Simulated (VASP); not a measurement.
# Ru (R-3m) in VASP: further runs, part 2 of 2

VASP 6.6.1. The steps go on from the part before.

## (5) Single point, PBE

This run uses another cell than the first one, of the same volume but with other edges.

Input file INCAR:

```
SYSTEM = Ru
PREC = Accurate
ENCUT = 520
EDIFF = 1E-6
ISMEAR = 0
SIGMA = 0.15
LREAL = .FALSE.
LASPH = .TRUE.
NELM = 60
ALGO = Fast
ISIF = 2
LWAVE = .FALSE.
LCHARG = .FALSE.
GGA = PE
NBANDS = 13
```

Input file KPOINTS:

```
Automatic mesh
0
G
  20 20 20
  0 0 0
```

Input file POSCAR:

```
Ru
1.0
   -0.0333389707      1.9122281044      1.9122281044
    1.9122281044     -0.0333389707      1.9122281044
    1.9122281044      1.9122281044     -0.0333389707
Ru
1
Direct
    0.0000000000      0.0000000000      0.0000000000
```

Potentials or basis: VASP PAW PBE potentials, release 64 (Ru_pv).

Started as:

```bash
$ cat potpaw_PBE.64/Ru_pv/POTCAR > POTCAR
$ mpirun -np 1 vasp_std > vasp.out
```

OUTCAR:

```text
SYSTEM = Ru
   PREC = Accurate
   ENCUT = 520
   EDIFF = 1E-6
   ISMEAR = 0
   LREAL = .FALSE.
   LASPH = .TRUE.
   NELM = 60
   ISIF = 2
   GGA = PE

 ion  position               nearest neighbor table
   1  0.000  0.000  0.000-

  LATTYP: Found a trigonal (rhomboedric) cell.
 ALAT       =     2.7045044155
 COS(alpha) =     0.4824920492

  Lattice vectors:

 A1 = (  -0.0333389707,   1.9122281044,   1.9122281044)
 A2 = (   1.9122281044,  -0.0333389707,   1.9122281044)
 A3 = (   1.9122281044,   1.9122281044,  -0.0333389707)

Analysis of symmetry for initial positions (statically):
=====================================================================
 Subroutine PRICEL returns:
 Original cell was already a primitive cell.

 Routine SETGRP: Setting up the symmetry group for a
 trigonal (rhombohedral) supercell.

 Subroutine GETGRP returns: Found 12 space group operations
 (whereof 12 operations were pure point group operations)
 out of a pool of 12 trial point group operations.

The static configuration has the point symmetry D_3d.

Analysis of symmetry for dynamics (positions and initial velocities):
=====================================================================
 Subroutine PRICEL returns:
 Original cell was already a primitive cell.

 Routine SETGRP: Setting up the symmetry group for a
 trigonal (rhombohedral) supercell.

 Subroutine GETGRP returns: Found 12 space group operations
 (whereof 12 operations were pure point group operations)
 out of a pool of 12 trial point group operations.

The dynamic configuration has the point symmetry D_3d.

 Subroutine INISYM returns: Found 12 space group operations
 (whereof 12 operations are pure point group operations),
 and found     1 'primitive' translations

----------------------------------------------------------------------------------------

                                     Primitive cell

  volume of cell :      14.3503

  direct lattice vectors                    reciprocal lattice vectors
    -0.033338971  1.912228104  1.912228104    -0.254734479  0.259254482  0.259254482
     1.912228104 -0.033338971  1.912228104     0.259254482 -0.254734479  0.259254482
     1.912228104  1.912228104 -0.033338971     0.259254482  0.259254482 -0.254734479

  length of vectors
     2.704504416  2.704504416  2.704504416     0.446447565  0.446447565  0.446447565

  position of ions in fractional coordinates (direct lattice)
     0.000000000  0.000000000  0.000000000

  ion indices of the primitive-cell ions
   primitive index   ion index
                 1           1

----------------------------------------------------------------------------------------

 KPOINTS: Automatic mesh

Automatic generation of k-mesh.
 Grid dimensions read from file:
 generate k-points for:   20   20   20

 Generating k-lattice:

  Cartesian coordinates                     Fractional coordinates (reciprocal lattice)
    -0.012736724  0.012962724  0.012962724     0.050000000  0.000000000  0.000000000
     0.012962724 -0.012736724  0.012962724     0.000000000  0.050000000  0.000000000
     0.012962724  0.012962724 -0.012736724     0.000000000  0.000000000  0.050000000

  Length of vectors
     0.022322378  0.022322378  0.022322378

  Shift w.r.t. Gamma in fractional coordinates (k-lattice)
     0.000000000  0.000000000  0.000000000

 Subroutine IBZKPT returns following result:
 ===========================================

 Found    781 irreducible k-points:

 Following reciprocal coordinates:
            Coordinates               Weight
  0.000000  0.000000  0.000000      1.000000
  0.050000 -0.000000 -0.000000      6.000000
  0.100000 -0.000000 -0.000000      6.000000
  0.150000 -0.000000 -0.000000      6.000000
  0.200000 -0.000000 -0.000000      6.000000
  0.250000 -0.000000 -0.000000      6.000000
[... 16 lines left out ...]
 -0.400000  0.050000  0.000000     12.000000
 -0.350000  0.050000  0.000000     12.000000
 [... further k-points ...]
   k-points           NKPTS =    781   k-points in BZ     NKDIM =    781   number of bands    NBANDS=     13
   number of dos      NEDOS =    301   number of ions     NIONS =      1
   total plane-waves  NPLWV =   8000
   dimension x,y,z NGX =    20 NGY =   20 NGZ =   20
   dimension x,y,z NGXF=    40 NGYF=   40 NGZF=   40
   ions per type =               1
   NGX,Y,Z   is equivalent  to a cutoff of  12.29, 12.29, 12.29 a.u.
   NGXF,Y,Z  is equivalent  to a cutoff of  24.59, 24.59, 24.59 a.u.
 SYSTEM =  Ru
   PREC   = accura    normal or accurate (medium, high low for compatibility)
   ISTART =      0    job   : 0-new  1-cont  2-samecut
   ICHARG =      2    charge: 1-file 2-atom 10-const
   ISPIN  =      1    spin polarized calculation?
   LNONCOLLINEAR =      F non collinear calculations
   LSORBIT =      F    spin-orbit coupling
   LASPH  =      T    aspherical Exc in radial PAW
   ENCUT  =  520.0 eV  38.22 Ry    6.18 a.u.   5.03  5.03  5.03*2*pi/ulx,y,z
   NELM   =     60;   NELMIN=  2; NELMDL= -5     # of ELM steps
   EDIFF  = 0.1E-05   stopping-criterion for ELM
   LREAL  =      F    real-space projection
   EDIFFG = 0.1E-04   stopping-criterion for IOM
   NSW    =      0    number of steps for IOM
   IBRION =     -1    ionic relax: 0-MD 1-quasi-New 2-CG
   NFREE  =      0    steps in history (QN), initial steepest desc. (CG)
   ISIF   =      2    stress and relaxation
   ISYM   =      2    0-nonsym 1-usesym 2-fastsym
   POTIM  = 0.5000    time-step for ionic-motion
   TEBEG  =    0.0;   TEEND  =   0.0 temperature during run
   PSTRESS=    0.0 pullay stress
   NELECT =      14.0000    total number of electrons
   NUPDOWN=      -1.0000    fix difference up-down
   EMIN   =  10.00;   EMAX   =-10.00  energy-range for DOS
   EFERMI =   0.00;   METHOD = LEGACY
   ISMEAR =     0;   SIGMA  =   0.15  broadening in eV -4-tet -1-fermi 0-gaus
   EFERMI_NEDOS =   21; number of points for ismear=-14 and -15
   IALGO  =     68    algorithm
   IMIX   =      4    mixing-type and parameters
     AMIX     =   0.40;   BMIX     =  1.00
     AMIX_MAG =   1.60;   BMIX_MAG =  1.00
  volume/ion in A,a.u.               =      14.35        96.84
  Fermi-wavevector in a.u.,A,eV,Ry     =   1.623669  3.068290 35.869075  2.636303
  Thomas-Fermi vector in A             =   2.717082
   LORBIT       =      0    0 simple, 1 ext, 2 COOP (PROOUT), +10 PAW based schemes
   GGA     = PE    functional components
   LHFCALC =     F    Hartree Fock is set to
   AEXX    =    0.0000 exact exchange contribution
   IVDW    =     0    specifies the selected vdW correction
   LEPSILON=     F    determine dielectric tensor
   LRPA    =     F    only Hartree local field effects (RPA)
 non-spin polarized calculation
 RMM-DIIS sequential band-by-band and
 Gauss-broadening in eV      SIGMA  =   0.15
  energy-cutoff  :      520.00
  volume of cell :       14.35
 maximum number of plane-waves:       397
   NGX =  9   NGY =  9   NGZ =  9

 number of electron      13.9999996 magnetization

 Free energy of the ion-electron system (eV)
  ---------------------------------------------------
  ext. energy  EPLUGINS =         0.00000000
  ---------------------------------------------------
  free energy    TOTEN  =        -9.09977038 eV

  energy without entropy =       -9.08452231  energy(sigma->0) =       -9.09214634

 E-fermi :  11.7828     XC(G=0): -13.7762

 val. band max:       11.7805093608   @ k =  -0.2000  -0.3500   0.1000
 cond. band min:      11.7851301721   @ k =   0.4000   0.2500   0.1000
 fundamental gap:      0.0046208113
 Fermi energy:        11.7828139712

 k-point     1 :       0.0000    0.0000    0.0000
  band No.  band energies     occupation
      1     -30.6557      2.00000
      2     -30.6557      2.00000
      3     -30.6182      2.00000
      4       4.1956      2.00000
      5       9.2728      2.00000
      6       9.2728      2.00000
      7       9.6386      2.00000
      8      11.6588      1.75774
      9      11.6588      1.75774
     10      22.3837      0.00000
     11      26.8529      0.00000
     12      32.0455      0.00000
     13      32.0455      0.00000
[... 353 lines left out ...]
 k-point    24 :      -0.3500    0.0500    0.0000
  band No.  band energies     occupation
      1     -31.3764      2.00000
      2     -30.7639      2.00000
      3     -30.7251      2.00000
      4       6.3083      2.00000
      5       9.2792      2.00000
      6       9.7121      2.00000
      7      10.6103      2.00000
      8      12.5539      0.00000
      9      13.1800      0.00000
     10      22.3821      0.00000
     11      23.4558      0.00000
     12      27.5129      0.00000
     13      33.0072      0.00000

 [... further k-points ...]

------------------------ aborting loop because EDIFF is reached ----------------------------------------

  FORCE on cell =-STRESS in cart. coord.  units (eV):
  Direction    XX          YY          ZZ          XY          YZ          ZX
  --------------------------------------------------------------------------------------
  -------------------------------------------------------------------------------------
  Total       -0.9090495     -0.9090495     -0.9090495      0.3331554      0.3331554      0.3331554
  in kB     -101.4935570   -101.4935570   -101.4935570     37.1961350     37.1961350     37.1961350
  external PRESSURE =    -101.4935570 kB  Pullay stress =       0.0000000 kB

 VOLUME and BASIS-vectors are now :
 -----------------------------------------------------------------------------
  energy-cutoff  :      520.00
  volume of cell :       14.35
      direct lattice vectors                 reciprocal lattice vectors
    -0.033338971  1.912228104  1.912228104    -0.254734479  0.259254482  0.259254482
     1.912228104 -0.033338971  1.912228104     0.259254482 -0.254734479  0.259254482
     1.912228104  1.912228104 -0.033338971     0.259254482  0.259254482 -0.254734479

 POSITION                                       TOTAL-FORCE (eV/Angst)
 -----------------------------------------------------------------------------------
      0.00000      0.00000      0.00000         0.000000      0.000000      0.000000
 -----------------------------------------------------------------------------------
    total drift:                                0.000000     -0.000000      0.000000

  FREE ENERGIE OF THE ION-ELECTRON SYSTEM (eV)
  ---------------------------------------------------
  free  energy   TOTEN  =        -9.0997703798 eV

  energy  without entropy=       -9.0845223099  energy(sigma->0) =       -9.09214634
```

Run time: 68 s. Hardware: 1 thread of Intel Xeon Platinum 8488C (Sapphire Rapids), shared host; peak memory 0.24 GiB.

Results:

```
Free energy            : -9.0998 eV
Pressure               : -10.1 GPa
Band gap on the k mesh : zero (band 7 reaches 13.82 eV, above the bottom of band 8 at 10.65 eV)
```

Stress tensor (GPa, compression positive):
```
-10.15   3.72   3.72
  3.72 -10.15   3.72
  3.72   3.72 -10.15
```

## (6) Overview

```tsv
cell	gap on the mesh (eV)	pressure (GPa)
a = 2.776 Å, angles 57.7°, 1 atom	none	-9.3
a = 2.659 Å, angles 63.5°, 1 atom	none	-7.8
a = 2.800 Å, angles 56.6°, 1 atom	none	-7.7
a = 2.705 Å, angles 61.2°, 1 atom	none	-10.1
```

Alike in all rows: task single point; level PBE; potentials or basis VASP PAW PBE potentials, release 64 (Ru_pv); no spin polarisation; k mesh 20 × 20 × 20; cutoff (eV) 520; smearing gaussian 0.15 eV.

Total energies depend on the potentials used, so only differences within one code and one set of settings carry meaning.
